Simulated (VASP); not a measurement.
# Ti (Fm-3m) in VASP: single point with PBE

Aim: the single point of Ti with PBE.

All numbers are computed with VASP 6.6.1; they aren't measurements. Logs are shortened: lines on timing, memory, paths and dates and some standing lists are left out, and cuts for length are marked.

### Step 1. The cell of the first run

Symmetry: Fm-3m, No. 225, cubic system. The conventional cell has a = 4.133 Å, b = 4.133 Å, c = 4.133 Å, α = 90.00°, β = 90.00°, γ = 90.00°. Within 3.8 Å of Ti (site symmetry m-3m) lie 12 Ti at 2.92 Å.

### Step 2. Single point, PBE

INCAR

```
PREC = Accurate ; ENCUT = 520
EDIFF = 1E-7 ; ISMEAR = 0
SIGMA = 0.05 ; LREAL = F
LASPH = T ; NELM = 60
ALGO = Normal ; ISIF = 2
LWAVE = F ; LCHARG = T
GGA = PE ; LELF = T
LVHAR = T ; NBANDS = 12
```

KPOINTS

```
Automatic mesh
0
Gamma
  8 8 8
```

POSCAR

```
Ti
1.0
    0.0000000000      2.0666285835      2.0666285835
    2.0666285835      0.0000000000      2.0666285835
    2.0666285835      2.0666285835      0.0000000000
Ti
1
Direct
    0.0000000000      0.0000000000      0.0000000000
```

Potentials or basis: VASP PAW PBE potentials, release 64 (Ti_sv).

The run is started by

```
$ cat potpaw_PBE.64/Ti_sv/POTCAR > POTCAR
$ mpirun -np 1 vasp_std > vasp.out
```

OUTCAR:

```text
PREC = Accurate
   ENCUT = 520
   EDIFF = 1E-7
   ISMEAR = 0
   LREAL = F
   LASPH = T
   NELM = 60
   ISIF = 2
   GGA = PE

 ion  position               nearest neighbor table
   1  0.000  0.000  0.000-

  LATTYP: Found a face centered cubic cell.
 ALAT       =     4.1332571670

  Lattice vectors:

 A1 = (   0.0000000000,   2.0666285835,   2.0666285835)
 A2 = (   2.0666285835,   0.0000000000,   2.0666285835)
 A3 = (   2.0666285835,   2.0666285835,   0.0000000000)

Analysis of symmetry for initial positions (statically):
=====================================================================
 Subroutine PRICEL returns:
 Original cell was already a primitive cell.

 Routine SETGRP: Setting up the symmetry group for a
 face centered cubic supercell.

 Subroutine GETGRP returns: Found 48 space group operations
 (whereof 48 operations were pure point group operations)
 out of a pool of 48 trial point group operations.

The static configuration has the point symmetry O_h .

Analysis of symmetry for dynamics (positions and initial velocities):
=====================================================================
 Subroutine PRICEL returns:
 Original cell was already a primitive cell.

 Routine SETGRP: Setting up the symmetry group for a
 face centered cubic supercell.

 Subroutine GETGRP returns: Found 48 space group operations
 (whereof 48 operations were pure point group operations)
 out of a pool of 48 trial point group operations.

The dynamic configuration has the point symmetry O_h .

 Subroutine INISYM returns: Found 48 space group operations
 (whereof 48 operations are pure point group operations),
 and found     1 'primitive' translations

----------------------------------------------------------------------------------------

                                     Primitive cell

  volume of cell :      17.6529

  direct lattice vectors                    reciprocal lattice vectors
     0.000000000  2.066628584  2.066628584    -0.241939942  0.241939942  0.241939942
     2.066628584  0.000000000  2.066628584     0.241939942 -0.241939942  0.241939942
     2.066628584  2.066628584  0.000000000     0.241939942  0.241939942 -0.241939942

  length of vectors
     2.922654171  2.922654171  2.922654171     0.419052272  0.419052272  0.419052272

  position of ions in fractional coordinates (direct lattice)
     0.000000000  0.000000000  0.000000000

  ion indices of the primitive-cell ions
   primitive index   ion index
                 1           1

----------------------------------------------------------------------------------------

 KPOINTS: Automatic mesh

Automatic generation of k-mesh.
 Grid dimensions read from file:
 generate k-points for:    8    8    8

 Generating k-lattice:

  Cartesian coordinates                     Fractional coordinates (reciprocal lattice)
    -0.030242493  0.030242493  0.030242493     0.125000000  0.000000000  0.000000000
     0.030242493 -0.030242493  0.030242493     0.000000000  0.125000000  0.000000000
     0.030242493  0.030242493 -0.030242493     0.000000000  0.000000000  0.125000000

  Length of vectors
     0.052381534  0.052381534  0.052381534

  Shift w.r.t. Gamma in fractional coordinates (k-lattice)
     0.000000000  0.000000000  0.000000000

 Subroutine IBZKPT returns following result:
 ===========================================

 Found     29 irreducible k-points:

 Following reciprocal coordinates:
            Coordinates               Weight
  0.000000  0.000000  0.000000      1.000000
  0.125000  0.000000  0.000000      8.000000
  0.250000  0.000000  0.000000      8.000000
  0.375000  0.000000  0.000000      8.000000
  0.500000  0.000000  0.000000      4.000000
  0.125000  0.125000  0.000000      6.000000
[... 16 lines left out ...]
  0.500000  0.250000  0.125000     48.000000
 -0.375000  0.250000  0.125000     24.000000
 [... further k-points ...]
   k-points           NKPTS =     29   k-points in BZ     NKDIM =     29   number of bands    NBANDS=     12
   number of dos      NEDOS =    301   number of ions     NIONS =      1
   total plane-waves  NPLWV =  13824
   dimension x,y,z NGX =    24 NGY =   24 NGZ =   24
   dimension x,y,z NGXF=    48 NGYF=   48 NGZF=   48
   ions per type =               1
   NGX,Y,Z   is equivalent  to a cutoff of  13.65, 13.65, 13.65 a.u.
   NGXF,Y,Z  is equivalent  to a cutoff of  27.30, 27.30, 27.30 a.u.
 SYSTEM =  unknown system
   PREC   = accura    normal or accurate (medium, high low for compatibility)
   ISTART =      0    job   : 0-new  1-cont  2-samecut
   ICHARG =      2    charge: 1-file 2-atom 10-const
   ISPIN  =      1    spin polarized calculation?
   LNONCOLLINEAR =      F non collinear calculations
   LSORBIT =      F    spin-orbit coupling
   LASPH  =      T    aspherical Exc in radial PAW
   ENCUT  =  520.0 eV  38.22 Ry    6.18 a.u.   5.43  5.43  5.43*2*pi/ulx,y,z
   NELM   =     60;   NELMIN=  2; NELMDL= -5     # of ELM steps
   EDIFF  = 0.1E-06   stopping-criterion for ELM
   LREAL  =      F    real-space projection
   EDIFFG = 0.1E-05   stopping-criterion for IOM
   NSW    =      0    number of steps for IOM
   IBRION =     -1    ionic relax: 0-MD 1-quasi-New 2-CG
   NFREE  =      0    steps in history (QN), initial steepest desc. (CG)
   ISIF   =      2    stress and relaxation
   ISYM   =      2    0-nonsym 1-usesym 2-fastsym
   POTIM  = 0.5000    time-step for ionic-motion
   TEBEG  =    0.0;   TEEND  =   0.0 temperature during run
   PSTRESS=    0.0 pullay stress
   NELECT =      12.0000    total number of electrons
   NUPDOWN=      -1.0000    fix difference up-down
   EMIN   =  10.00;   EMAX   =-10.00  energy-range for DOS
   EFERMI =   0.00;   METHOD = LEGACY
   ISMEAR =     0;   SIGMA  =   0.05  broadening in eV -4-tet -1-fermi 0-gaus
   EFERMI_NEDOS =   21; number of points for ismear=-14 and -15
   IALGO  =     38    algorithm
   IMIX   =      4    mixing-type and parameters
     AMIX     =   0.40;   BMIX     =  1.00
     AMIX_MAG =   1.60;   BMIX_MAG =  1.00
  volume/ion in A,a.u.               =      17.65       119.13
  Fermi-wavevector in a.u.,A,eV,Ry     =   1.439449  2.720163 28.191437  2.072012
  Thomas-Fermi vector in A             =   2.558303
   LORBIT       =      0    0 simple, 1 ext, 2 COOP (PROOUT), +10 PAW based schemes
   GGA     = PE    functional components
   LHFCALC =     F    Hartree Fock is set to
   AEXX    =    0.0000 exact exchange contribution
   IVDW    =     0    specifies the selected vdW correction
   LEPSILON=     F    determine dielectric tensor
   LRPA    =     F    only Hartree local field effects (RPA)
 non-spin polarized calculation
 Gauss-broadening in eV      SIGMA  =   0.05
  energy-cutoff  :      520.00
  volume of cell :       17.65
 maximum number of plane-waves:       531
 NGX is ok and might be reduce to    24
   NGX = 11   NGY = 11   NGZ = 11

 number of electron      12.0000000 magnetization

 Free energy of the ion-electron system (eV)
  ---------------------------------------------------
  ext. energy  EPLUGINS =         0.00000000
  ---------------------------------------------------
  free energy    TOTEN  =        -7.77331141 eV

  energy without entropy =       -7.77190055  energy(sigma->0) =       -7.77260598

 E-fermi :   8.1057     XC(G=0): -11.4248

 val. band max:        8.0457747720   @ k =  -0.2500   0.2500   0.0000
 cond. band min:       8.1211271371   @ k =   0.2500   0.0000   0.0000
 fundamental gap:      0.0753523651
 Fermi energy:         8.1056789074

 k-point     1 :       0.0000    0.0000    0.0000
  band No.  band energies     occupation
      1     -48.7061      2.00000
      2     -24.5833      2.00000
      3     -24.5833      2.00000
      4     -24.5833      2.00000
      5       1.9930      2.00000
      6       8.9014      0.00000
      7       8.9014      0.00000
      8       8.9014      0.00000
      9      10.4953      0.00000
     10      10.4953      0.00000
     11      23.2003      0.00000
     12      27.6043      0.00000

 k-point     2 :       0.1250    0.0000    0.0000
  band No.  band energies     occupation
      1     -48.6896      2.00000
      2     -24.6786      2.00000
      3     -24.5953      2.00000
      4     -24.5953      2.00000
      5       2.4811      2.00000
      6       8.6220      0.00000
      7       9.0572      0.00000
      8       9.0572      0.00000
      9      10.4087      0.00000
     10      10.4087      0.00000
     11      23.3826      0.00000
     12      24.9805      0.00000

 k-point     3 :       0.2500    0.0000    0.0000
  band No.  band energies     occupation
      1     -48.6495      2.00000
      2     -24.9046      2.00000
      3     -24.6242      2.00000
      4     -24.6242      2.00000
      5       3.7593      2.00000
      6       8.1211      0.66215
      7       9.1536      0.00000
      8       9.1536      0.00000
      9      10.5668      0.00000
     10      10.5668      0.00000
     11      20.7868      0.00000
     12      23.9235      0.00000
[... 286 lines left out ...]
 k-point    23 :       0.5000    0.2500    0.1250
  band No.  band energies     occupation
      1     -48.5871      2.00000
      2     -25.0759      2.00000
      3     -24.8080      2.00000
      4     -24.6976      2.00000
      5       5.9979      2.00000
      6       7.4487      2.00000
      7       8.1718      0.06154
      8       9.7598      0.00000
      9      10.9635      0.00000
     10      12.5057      0.00000
     11      17.9886      0.00000
     12      21.1987      0.00000

 k-point    24 :      -0.3750    0.2500    0.1250
  band No.  band energies     occupation
      1     -48.5736      2.00000
      2     -25.1262      2.00000
      3     -24.8297      2.00000
      4     -24.7167      2.00000
      5       6.4894      2.00000
      6       7.2957      2.00000
      7       8.2929      0.00000
      8       9.5991      0.00000
      9      11.3895      0.00000
     10      13.5044      0.00000
     11      15.8784      0.00000
     12      21.4175      0.00000

 [... further k-points ...]

------------------------ aborting loop because EDIFF is reached ----------------------------------------

  FORCE on cell =-STRESS in cart. coord.  units (eV):
  Direction    XX          YY          ZZ          XY          YZ          ZX
  --------------------------------------------------------------------------------------
  -------------------------------------------------------------------------------------
  Total       -0.2092958     -0.2092958     -0.2092958     -0.0000000     -0.0000000      0.0000000
  in kB      -18.9956377    -18.9956377    -18.9956377     -0.0000000     -0.0000000      0.0000000
  external PRESSURE =     -18.9956377 kB  Pullay stress =       0.0000000 kB

 VOLUME and BASIS-vectors are now :
 -----------------------------------------------------------------------------
  energy-cutoff  :      520.00
  volume of cell :       17.65
      direct lattice vectors                 reciprocal lattice vectors
     0.000000000  2.066628584  2.066628584    -0.241939942  0.241939942  0.241939942
     2.066628584  0.000000000  2.066628584     0.241939942 -0.241939942  0.241939942
     2.066628584  2.066628584  0.000000000     0.241939942  0.241939942 -0.241939942

 POSITION                                       TOTAL-FORCE (eV/Angst)
 -----------------------------------------------------------------------------------
      0.00000      0.00000      0.00000         0.000000      0.000000      0.000000
 -----------------------------------------------------------------------------------
    total drift:                                0.000000      0.000000     -0.000000

  FREE ENERGIE OF THE ION-ELECTRON SYSTEM (eV)
  ---------------------------------------------------
  free  energy   TOTEN  =        -7.7733114082 eV

  energy  without entropy=       -7.7719005548  energy(sigma->0) =       -7.77260598
```

Wall time 7 s (1 thread of Intel Xeon Platinum 8488C (Sapphire Rapids), shared host); peak memory 0.13 GiB.

Results:

* Free energy: -7.7733 eV
* Pressure: -1.9 GPa
* Band gap on the k mesh: zero (band 6 reaches 8.90 eV, above the bottom of band 7 at 7.66 eV)
